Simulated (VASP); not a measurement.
# Cu (Fm-3m) in VASP: notebook

The runs below take Cu through single point, relaxation of cell and atoms, with r2SCAN.

All numbers are computed with VASP 6.6.1; they aren't measurements. Logs are shortened: lines on timing, memory, paths and dates and some standing lists are left out, and cuts for length are marked.

**1. The cell of the first run**

The structure is cubic, space group Fm-3m (No. 225). The conventional cell has a = 3.458 Å, b = 3.458 Å, c = 3.458 Å, α = 90.00°, β = 90.00°, γ = 90.00°. Within 3.2 Å of Cu (site symmetry m-3m) lie 12 Cu at 2.45 Å.

**2. Single point, r2SCAN**

The input, POSCAR:

```
Cu
1.0
    0.0000000000      1.7292475688      1.7292475688
    1.7292475688      0.0000000000      1.7292475688
    1.7292475688      1.7292475688      0.0000000000
Cu
1
Direct
    0.0000000000      0.0000000000      0.0000000000
```

The input, INCAR.step1:

```
SYSTEM = Cu
PREC = Accurate
ENCUT = 520
ISMEAR = 0
SIGMA = 0.1
LREAL = .False.
LASPH = .True.
NELM = 100
NBANDS = 12
GGA = PE
ALGO = Normal
EDIFF = 1E-4
LWAVE = .True.
LCHARG = .False.
```

The input, INCAR.step2:

```
SYSTEM = Cu
PREC = Accurate
ENCUT = 520
EDIFF = 1E-7
ISMEAR = 0
SIGMA = 0.1
LREAL = .False.
LASPH = .True.
NELM = 100
ALGO = Normal
ISIF = 2
LWAVE = .False.
LCHARG = .False.
METAGGA = R2SCAN
LMIXTAU = .True.
NBANDS = 12
ISTART = 1
```

The input, KPOINTS:

```
Automatic mesh
0
Gamma
  10 10 10
  0 0 0
```

Potentials or basis: VASP PAW PBE potentials, release 64 (Cu).

The run is started by

```bash
> cat potpaw_PBE.64/Cu/POTCAR > POTCAR
> cp INCAR.step1 INCAR
> mpirun -np 1 vasp_std > vasp.out
> cp INCAR.step2 INCAR
> mpirun -np 1 vasp_std > vasp.out
```

OUTCAR:

```text
SYSTEM = Cu
   PREC = Accurate
   ENCUT = 520
   EDIFF = 1E-7
   ISMEAR = 0
   LREAL = .False.
   LASPH = .True.
   NELM = 100
   ISIF = 2
   METAGGA = R2SCAN
   ISTART = 1

 ion  position               nearest neighbor table
   1  0.000  0.000  0.000-

  LATTYP: Found a face centered cubic cell.
 ALAT       =     3.4584951376

  Lattice vectors:

 A1 = (   0.0000000000,   1.7292475688,   1.7292475688)
 A2 = (   1.7292475688,   0.0000000000,   1.7292475688)
 A3 = (   1.7292475688,   1.7292475688,   0.0000000000)

Analysis of symmetry for initial positions (statically):
=====================================================================
 Subroutine PRICEL returns:
 Original cell was already a primitive cell.

 Routine SETGRP: Setting up the symmetry group for a
 face centered cubic supercell.

 Subroutine GETGRP returns: Found 48 space group operations
 (whereof 48 operations were pure point group operations)
 out of a pool of 48 trial point group operations.

The static configuration has the point symmetry O_h .

Analysis of symmetry for dynamics (positions and initial velocities):
=====================================================================
 Subroutine PRICEL returns:
 Original cell was already a primitive cell.

 Routine SETGRP: Setting up the symmetry group for a
 face centered cubic supercell.

 Subroutine GETGRP returns: Found 48 space group operations
 (whereof 48 operations were pure point group operations)
 out of a pool of 48 trial point group operations.

The dynamic configuration has the point symmetry O_h .

 Subroutine INISYM returns: Found 48 space group operations
 (whereof 48 operations are pure point group operations),
 and found     1 'primitive' translations

----------------------------------------------------------------------------------------

                                     Primitive cell

  volume of cell :      10.3419

  direct lattice vectors                    reciprocal lattice vectors
     0.000000000  1.729247569  1.729247569    -0.289143098  0.289143098  0.289143098
     1.729247569  0.000000000  1.729247569     0.289143098 -0.289143098  0.289143098
     1.729247569  1.729247569  0.000000000     0.289143098  0.289143098 -0.289143098

  length of vectors
     2.445525364  2.445525364  2.445525364     0.500810537  0.500810537  0.500810537

  position of ions in fractional coordinates (direct lattice)
     0.000000000  0.000000000  0.000000000

  ion indices of the primitive-cell ions
   primitive index   ion index
                 1           1

----------------------------------------------------------------------------------------

 KPOINTS: Automatic mesh

Automatic generation of k-mesh.
 Grid dimensions read from file:
 generate k-points for:   10   10   10

 Generating k-lattice:

  Cartesian coordinates                     Fractional coordinates (reciprocal lattice)
    -0.028914310  0.028914310  0.028914310     0.100000000  0.000000000  0.000000000
     0.028914310 -0.028914310  0.028914310     0.000000000  0.100000000  0.000000000
     0.028914310  0.028914310 -0.028914310     0.000000000  0.000000000  0.100000000

  Length of vectors
     0.050081054  0.050081054  0.050081054

  Shift w.r.t. Gamma in fractional coordinates (k-lattice)
     0.000000000  0.000000000  0.000000000

 Subroutine IBZKPT returns following result:
 ===========================================

 Found     47 irreducible k-points:

 Following reciprocal coordinates:
            Coordinates               Weight
  0.000000  0.000000  0.000000      1.000000
  0.100000  0.000000  0.000000      8.000000
  0.200000  0.000000  0.000000      8.000000
  0.300000  0.000000  0.000000      8.000000
  0.400000  0.000000  0.000000      8.000000
  0.500000  0.000000  0.000000      4.000000
[... 16 lines left out ...]
  0.300000  0.300000  0.000000      6.000000
  0.400000  0.300000  0.000000     24.000000
 [... further k-points ...]
   k-points           NKPTS =     47   k-points in BZ     NKDIM =     47   number of bands    NBANDS=     12
   number of dos      NEDOS =    301   number of ions     NIONS =      1
   total plane-waves  NPLWV =   5832
   dimension x,y,z NGX =    18 NGY =   18 NGZ =   18
   dimension x,y,z NGXF=    36 NGYF=   36 NGZF=   36
   ions per type =               1
   NGX,Y,Z   is equivalent  to a cutoff of  12.24, 12.24, 12.24 a.u.
   NGXF,Y,Z  is equivalent  to a cutoff of  24.47, 24.47, 24.47 a.u.
 SYSTEM =  Cu
   PREC   = accura    normal or accurate (medium, high low for compatibility)
   ISTART =      1    job   : 0-new  1-cont  2-samecut
   ICHARG =      0    charge: 1-file 2-atom 10-const
   ISPIN  =      1    spin polarized calculation?
   LNONCOLLINEAR =      F non collinear calculations
   LSORBIT =      F    spin-orbit coupling
   LASPH  =      T    aspherical Exc in radial PAW
   ENCUT  =  520.0 eV  38.22 Ry    6.18 a.u.   4.55  4.55  4.55*2*pi/ulx,y,z
   NELM   =    100;   NELMIN=  2; NELMDL=  0     # of ELM steps
   EDIFF  = 0.1E-06   stopping-criterion for ELM
   LREAL  =      F    real-space projection
   EDIFFG = 0.1E-05   stopping-criterion for IOM
   NSW    =      0    number of steps for IOM
   IBRION =     -1    ionic relax: 0-MD 1-quasi-New 2-CG
   NFREE  =      0    steps in history (QN), initial steepest desc. (CG)
   ISIF   =      2    stress and relaxation
   ISYM   =      2    0-nonsym 1-usesym 2-fastsym
   POTIM  = 0.5000    time-step for ionic-motion
   TEBEG  =    0.0;   TEEND  =   0.0 temperature during run
   PSTRESS=    0.0 pullay stress
   NELECT =      11.0000    total number of electrons
   NUPDOWN=      -1.0000    fix difference up-down
   EMIN   =  10.00;   EMAX   =-10.00  energy-range for DOS
   EFERMI =   0.00;   METHOD = LEGACY
   ISMEAR =     0;   SIGMA  =   0.10  broadening in eV -4-tet -1-fermi 0-gaus
   EFERMI_NEDOS =   21; number of points for ismear=-14 and -15
   IALGO  =     38    algorithm
   IMIX   =      4    mixing-type and parameters
     AMIX     =   0.40;   BMIX     =  1.00
     AMIX_MAG =   1.60;   BMIX_MAG =  1.00
  volume/ion in A,a.u.               =      10.34        69.79
  Fermi-wavevector in a.u.,A,eV,Ry     =   1.671111  3.157941 37.995779  2.792611
  Thomas-Fermi vector in A             =   2.756491
   LORBIT       =      0    0 simple, 1 ext, 2 COOP (PROOUT), +10 PAW based schemes
   METAGGA = R2SCAN    functional components
   LHFCALC =     F    Hartree Fock is set to
   AEXX    =    0.0000 exact exchange contribution
   IVDW    =     0    specifies the selected vdW correction
   LEPSILON=     F    determine dielectric tensor
   LRPA    =     F    only Hartree local field effects (RPA)
 non-spin polarized calculation
 Gauss-broadening in eV      SIGMA  =   0.10
  energy-cutoff  :      520.00
  volume of cell :       10.34
 maximum number of plane-waves:       291
   NGX =  9   NGY =  9   NGZ =  9

 number of electron      10.9999993 magnetization

 Free energy of the ion-electron system (eV)
  ---------------------------------------------------
  ext. energy  EPLUGINS =         0.00000000
  ---------------------------------------------------
  free energy    TOTEN  =       -10.74088852 eV

  energy without entropy =      -10.73749990  energy(sigma->0) =      -10.73919421

 E-fermi :   9.0143     XC(G=0): -14.6662

 val. band max:        8.9694539650   @ k =  -0.2000   0.3000   0.1000
 cond. band min:       9.3302956474   @ k =   0.5000   0.3000   0.1000
 fundamental gap:      0.3608416824
 Fermi energy:         9.0143406009

 k-point     1 :       0.0000    0.0000    0.0000
  band No.  band energies     occupation
      1      -1.6191      2.00000
      2       5.5470      2.00000
      3       5.5471      2.00000
      4       5.5471      2.00000
      5       6.5527      2.00000
      6       6.5527      2.00000
      7      33.6254      0.00000
      8      37.7447      0.00000
      9      37.7447      0.00000
     10      37.7449      0.00000
     11      40.3294      0.00000
     12      40.3295      0.00000

 k-point     2 :       0.1000    0.0000    0.0000
  band No.  band energies     occupation
      1      -1.2050      2.00000
      2       5.4508      2.00000
      3       5.6263      2.00000
      4       5.6264      2.00000
      5       6.5232      2.00000
      6       6.5232      2.00000
      7      31.5228      0.00000
      8      34.9851      0.00000
      9      36.7665      0.00000
     10      36.7667      0.00000
     11      41.7711      0.00000
     12      41.7711      0.00000

 k-point     3 :       0.2000    0.0000    0.0000
  band No.  band energies     occupation
      1      -0.0230      2.00000
      2       5.2558      2.00000
      3       5.7415      2.00000
      4       5.7417      2.00000
      5       6.5506      2.00000
      6       6.5507      2.00000
      7      26.0652      0.00000
      8      34.1701      0.00000
      9      35.5958      0.00000
     10      35.5959      0.00000
     11      42.2424      0.00000
     12      42.3293      0.00000
[... 286 lines left out ...]
 k-point    23 :       0.3000    0.3000    0.0000
  band No.  band energies     occupation
      1       2.4156      2.00000
      2       4.3598      2.00000
      3       6.2269      2.00000
      4       6.6677      2.00000
      5       6.6677      2.00000
      6       6.9939      2.00000
      7      26.5590      0.00000
      8      27.1117      0.00000
      9      27.1117      0.00000
     10      29.5966      0.00000
     11      34.0000      0.00000
     12      52.5425      0.00000

 k-point    24 :       0.4000    0.3000    0.0000
  band No.  band energies     occupation
      1       3.1525      2.00000
      2       4.1867      2.00000
      3       6.1938      2.00000
      4       6.7303      2.00000
      5       7.2268      2.00000
      6       7.9574      2.00000
      7      22.8851      0.00000
      8      23.9560      0.00000
      9      26.1855      0.00000
     10      30.5001      0.00000
     11      35.3179      0.00000
     12      51.1794      0.00000

 [... further k-points ...]
[... 5 lines left out ...]
  --------------------------------------------------------------------------------------
  -------------------------------------------------------------------------------------
  Total        1.4120239      1.4120239      1.4120239     -0.0000000     -0.0000000      0.0000000
  in kB      218.7515431    218.7515431    218.7515431     -0.0000000     -0.0000000      0.0000000
  external PRESSURE =     218.7515431 kB  Pullay stress =       0.0000000 kB

 VOLUME and BASIS-vectors are now :
 -----------------------------------------------------------------------------
  energy-cutoff  :      520.00
  volume of cell :       10.34
      direct lattice vectors                 reciprocal lattice vectors
     0.000000000  1.729247569  1.729247569    -0.289143098  0.289143098  0.289143098
     1.729247569  0.000000000  1.729247569     0.289143098 -0.289143098  0.289143098
     1.729247569  1.729247569  0.000000000     0.289143098  0.289143098 -0.289143098

 POSITION                                       TOTAL-FORCE (eV/Angst)
 -----------------------------------------------------------------------------------
      0.00000      0.00000      0.00000         0.000000      0.000000      0.000000
 -----------------------------------------------------------------------------------
    total drift:                                0.000000     -0.000000     -0.000000

  FREE ENERGIE OF THE ION-ELECTRON SYSTEM (eV)
  ---------------------------------------------------
  free  energy   TOTEN  =       -10.7408885234 eV

  energy  without entropy=      -10.7374999023  energy(sigma->0) =      -10.73919421
```

Run time: 34 s. Hardware: 1 thread of Intel Xeon 8259CL, shared host; peak memory 0.12 GiB.

Results:

* Free energy: -10.7409 eV
* Pressure: 21.9 GPa
* Band gap on the k mesh: zero (an odd number of electrons rules out a gap without spin polarisation)

Caveat: the cell stands under pressure; the PAW data sets were made with another functional, which shifts forces and pressure a little.

**3. Single point, r2SCAN**

POSCAR is that of step 2.

The input, INCAR.step1:

```
ALGO = Normal ; EDIFF = 1E-4
ENCUT = 520 ; GGA = PE
ISMEAR = 0 ; LASPH = True
LCHARG = False ; LREAL = False
LWAVE = True ; NBANDS = 12
NELM = 80 ; PREC = Accurate
SIGMA = 0.1
```

The input, INCAR.step2:

```
ALGO = Normal ; EDIFF = 1E-7
ENCUT = 520 ; ISIF = 2
ISMEAR = 0 ; ISTART = 1
LASPH = True ; LCHARG = False
LMIXTAU = True ; LREAL = False
LWAVE = False ; METAGGA = R2SCAN
NBANDS = 12 ; NELM = 80
PREC = Accurate ; SIGMA = 0.1
```

The input, KPOINTS:

```
k-points
0
Gamma
  10 10 10
```

Potentials or basis: VASP PAW PBE potentials, release 64 (Cu).

The run is started by

```bash
> cat potpaw_PBE.64/Cu/POTCAR > POTCAR
> cp INCAR.step1 INCAR
> mpirun -np 1 vasp_std > vasp.out
> cp INCAR.step2 INCAR
> mpirun -np 1 vasp_std > vasp.out
```

Run time: 39 s. Hardware: 1 thread of Intel Xeon 8259CL, shared host; peak memory 0.12 GiB.

Results (log left out):

```
Free energy            : -10.7409 eV
Pressure               : 21.9 GPa
Band gap on the k mesh : zero (an odd number of electrons rules out a gap without spin polarisation)
```

Levels at points of the mesh, in eV from the Fermi level:
```tsv
k point	band 2	band 3	band 4	band 5	band 6	band 7	band 8	band 9	band 10	band 11
(0.00, 0.00, 0.00)	-3.47	-3.47	-3.47	-2.46	-2.46	24.61	28.73	28.73	28.73	31.32
(0.50, 0.00, 0.00)	-3.53	-3.53	-1.74	-1.74	-1.33	4.84	23.04	25.50	25.50	28.25
(0.50, 0.50, 0.00)	-5.24	-1.78	-1.56	-1.56	1.63	8.55	15.02	15.02	19.73	23.69
```

Caveat: the cell stands under pressure; the PAW data sets were made with another functional, which shifts forces and pressure a little.

**4. Single point, r2SCAN**

The input, POSCAR:

```
Cu
1.0
    0.0000000000      1.7295105124      1.7295105124
    1.7295105124      0.0000000000      1.7295105124
    1.7295105124      1.7295105124      0.0000000000
Cu
1
Direct
    0.0000000000      0.0000000000      0.0000000000
```

The input, INCAR.step1:

```
PREC     = Accurate       # precision mode
ENCUT    = 520            # plane-wave cutoff, eV
ISMEAR   = -1             # smearing method
SIGMA    = 0.1            # smearing width, eV
LREAL    = False          # projectors in reciprocal space
LASPH    = True           # aspherical terms in the spheres
NELM     = 60             # most SCF steps
NBANDS   = 12             # bands
GGA      = PE             # functional
ALGO     = Normal         # electronic algorithm
EDIFF    = 1E-4           # SCF threshold, eV
LWAVE    = True           # write WAVECAR
LCHARG   = False          # write CHGCAR
```

The input, INCAR.step2:

```
PREC     = Accurate       # precision mode
ENCUT    = 520            # plane-wave cutoff, eV
EDIFF    = 1E-6           # SCF threshold, eV
ISMEAR   = -1             # smearing method
SIGMA    = 0.1            # smearing width, eV
LREAL    = False          # projectors in reciprocal space
LASPH    = True           # aspherical terms in the spheres
NELM     = 60             # most SCF steps
ALGO     = Normal         # electronic algorithm
ISIF     = 2              # what is computed and relaxed
LWAVE    = False          # write WAVECAR
LCHARG   = False          # write CHGCAR
METAGGA  = R2SCAN         # meta-GGA
LMIXTAU  = True         
NBANDS   = 12             # bands
ISTART   = 1
```

The input, KPOINTS:

```
regular mesh
0
Gamma
  20 20 20
```

The run is started by

```bash
> cat potpaw_PBE.64/Cu/POTCAR > POTCAR
> cp INCAR.step1 INCAR
> mpirun -np 1 vasp_std > vasp.out
> cp INCAR.step2 INCAR
> mpirun -np 1 vasp_std > vasp.out
```

Run time: 2.7 min. Hardware: 1 thread of Intel Xeon 8259CL, shared host; peak memory 0.15 GiB.

Results (log left out):

* Free energy: -10.7604 eV
* Pressure: 21.8 GPa
* Band gap on the k mesh: zero (an odd number of electrons rules out a gap without spin polarisation)

Levels at points of the mesh, in eV from the Fermi level:
| k point | band 3 | band 4 | band 5 | band 6 | band 7 | band 8 | band 9 | band 10 |
| --- | --- | --- | --- | --- | --- | --- | --- | --- |
| (0.00, 0.00, 0.00) | -3.61 | -3.61 | -2.60 | -2.60 | 24.45 | 28.57 | 28.57 | 28.57 |
| (0.50, 0.00, 0.00) | -3.67 | -1.88 | -1.88 | -1.48 | 4.69 | 22.89 | 25.34 | 25.34 |
| (0.50, 0.50, 0.00) | -1.92 | -1.70 | -1.70 | 1.48 | 8.40 | 14.86 | 14.86 | 19.57 |

Caveat: the cell stands under pressure; the PAW data sets were made with another functional, which shifts forces and pressure a little.

(Part 1 of 2 ends here.)
